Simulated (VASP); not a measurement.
Mg: electric field gradients with LDA

Crystal: Mg.

```
CELL_PARAMETERS angstrom
0.00000 2.23675 2.23675
2.23675 0.00000 2.23675
2.23675 2.23675 0.00000
ATOMIC_POSITIONS crystal
Mg 0.00000 0.00000 0.00000
```

This isn't the form of Mg at room conditions, which is hcp.

| Property | Result |
| --- | --- |
| Program | VASP 6.6.1 |
| Task | electric field gradients |
| Functional | LDA |
| Potentials or basis | VASP PAW LDA potentials, release 64 (Mg) |
| Cutoff | 520 eV |
| k mesh | 16 × 16 × 16 |
| Occupations | fermi-dirac, width 0.03 eV |
| Spin | no spin polarisation |
| Dipole correction | no |
| Further INCAR settings | ALGO = Normal; EDIFF = 1e-08; NBANDS = 7 |

- Pressure: -1.3 GPa
- Band gap on the k mesh: zero (bands 1 and 2 overlap by 2.79 eV)
- Largest electric field gradient by atom: under 0.05 V/Å² on every atom

Levels at points of the mesh, in eV from the Fermi level:
```tsv
k point	band 1	band 2	band 3	band 4
(0.00, 0.00, 0.00)	-7.00	12.48	12.48	12.48
(0.50, 0.00, 0.00)	-1.70	-1.30	11.39	11.39
(0.50, 0.50, 0.00)	-0.20	0.82	6.19	7.03
```

Wall time 12 s on 1 thread of Intel Xeon 8259CL (shared host), peak memory 0.14 GiB.
